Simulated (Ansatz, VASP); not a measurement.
O: VASP beside Ansatz

```
CELL_PARAMETERS angstrom
10.00000 0.00000 0.00000
0.00000 10.50000 0.00000
0.00000 0.00000 11.00000
ATOMIC_POSITIONS crystal
O 0.50000 0.50000 0.44459
O 0.50000 0.50000 0.55541
```

Alike in both runs: functional PBE; k mesh 1 × 1 × 1; occupations gaussian, width 0.01 eV; collinear spin.

Ansatz relaxed the structure, and its values are those at the end. VASP's run is a single point on that final structure, the one shown.

```csv
,VASP,Ansatz
version,VASP 6.6.1,Ansatz 0.2.0
potentials or method,"VASP PAW PBE potentials, release 64 (O_h), cutoff 910 eV","scalar-relativistic, plane waves, PAW"
valence electrons in the cell,12,12
```

Ansatz gave:

- gap on the k mesh at the Fermi level (eV): 2.28
- rms of the force components (eV/Å): 0.002
- net moment per atom (μB): 1.00
- size of the moment on the site where the two differ most (μB): 0.56

Q: What did VASP give for the same quantities?

A: gap on the k mesh at the Fermi level (eV): 2.32; rms of the force components (eV/Å): 0.005; net moment per atom (μB): 1.00; size of the moment on the site where the two differ most (μB): 0.62.

Site moments also hang on the region over which each program counts them. Ansatz's warnings: stress scf threshold loose, xc potential rough in thin density.

Noted on VASP's run: the cutoff is short for stress, so the pressure is rough.
